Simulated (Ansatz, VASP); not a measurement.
Sb: VASP beside Ansatz

File INCAR:

```
SYSTEM = Sb
  PREC = Accurate
  ENCUT = 520
  EDIFF = 1E-7
  ISMEAR = -1
  SIGMA = 0.1
  LREAL = .False.
  LASPH = .True.
  NELM = 100
  ALGO = Normal
  ISIF = 2
  LWAVE = .False.
  LCHARG = .False.
  NBANDS = 8
```

File KPOINTS:

```
regular mesh
0
Gamma
  13 13 13
  0 0 0
```

The input POSCAR:

```
Sb
1.0
    0.0000000000      2.3425303230      2.3425303230
    2.3425303230      0.0000000000      2.3425303230
    2.3425303230      2.3425303230      0.0000000000
Sb
1
Direct
    0.0000000000      0.0000000000      0.0000000000
```

Input for Ansatz:

```yaml
crystal:
  lattice:
    - [0.0, 2.342530323, 2.342530323]
    - [2.342530323, 0.0, 2.342530323]
    - [2.342530323, 2.342530323, 0.0]
  atoms:
    - { symbol: Sb, position: [0.0, 0.0, 0.0] }
hamiltonian:
  xc: lda
  pseudopotentials:
    kind: paw
    azcp:
      Sb: "pseudopotentials/Sb.paw.azcp"
basis:
  ecutwfc: 420
  fft_grid_basis: typed
kpoints:
  mp_grid: { grid: [13, 13, 13], shift: [0, 0, 0] }
magnetization:
  spin_polarized: false
scf:
  occupations: { method: fermi_dirac, width: 0.1 }
  lower_state_search: "off"
output:
  stress: true
```

Alike in both runs: task single point; functional LDA; k mesh 13 × 13 × 13; occupations fermi-dirac, width 0.1 eV; no spin polarisation.

```csv
,VASP,Ansatz
version,VASP 6.6.1,Ansatz 0.2.0
potentials or method,"VASP PAW LDA potentials, release 64 (Sb), cutoff 520 eV","plane waves (420 eV) with PAW, scalar-relativistic"
valence electrons in the cell,5,15
```

|  | VASP | Ansatz | Ansatz less VASP |
| --- | --- | --- | --- |
| pressure (GPa) | 0.2 | 0.1 | -0.11 |

Ansatz warns that its potentials were made for another functional, while VASP's fit it. LDA's correlation is that of Perdew and Zunger in VASP and of Perdew and Wang (1992) in Ansatz. VASP's potentials hold 5 valence electrons a cell and Ansatz's 15, so a difference there can come from the potentials and not from the codes.

Neither program's run includes spin-orbit coupling.
